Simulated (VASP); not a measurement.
Input of a VASP 6.6.1 run:

Contents of POSCAR:

```
C
1.0
    0.0000000000      1.7801241426      1.7801241426
    1.7801241426      0.0000000000      1.7801241426
    1.7801241426      1.7801241426      0.0000000000
C
2
Direct
    0.0000000000      0.0000000000      0.0000000000
    0.2500000000      0.2500000000      0.2500000000
```

INCAR.step1

```
PREC = Accurate ; ENCUT = 520
ISMEAR = -1 ; SIGMA = 0.02
LREAL = F ; LASPH = T
NELM = 100 ; NBANDS = 11
GGA = PE ; ALGO = Normal
EDIFF = 1E-4 ; LWAVE = T
LCHARG = F
```

File INCAR.step2:

```
PREC = Accurate ; ENCUT = 520
EDIFF = 1E-7 ; ISMEAR = -1
SIGMA = 0.02 ; LREAL = F
LASPH = T ; NELM = 100
ALGO = Normal ; ISIF = 2
LWAVE = F ; LCHARG = F
METAGGA = R2SCAN ; LMIXTAU = T
NBANDS = 11 ; ISTART = 1
```

File KPOINTS:

```
regular mesh
0
Gamma
  12 12 12
```

Potentials or basis: VASP PAW PBE potentials, release 64 (C).

The run is started by

```bash
$ cat potpaw_PBE.64/C/POTCAR > POTCAR
$ cp INCAR.step1 INCAR
$ mpirun -np 1 vasp_std > vasp.out
$ cp INCAR.step2 INCAR
$ mpirun -np 1 vasp_std > vasp.out
```

Q: Estimate the pressure.

A: 1.1 GPa.

Q: What does it give for the band gap on the k mesh?

A: 4.36 eV, indirect (least direct gap 5.85 eV).

Caveat: the PAW data sets were made with another functional, which shifts forces and pressure a little. A k mesh can miss the band edges.
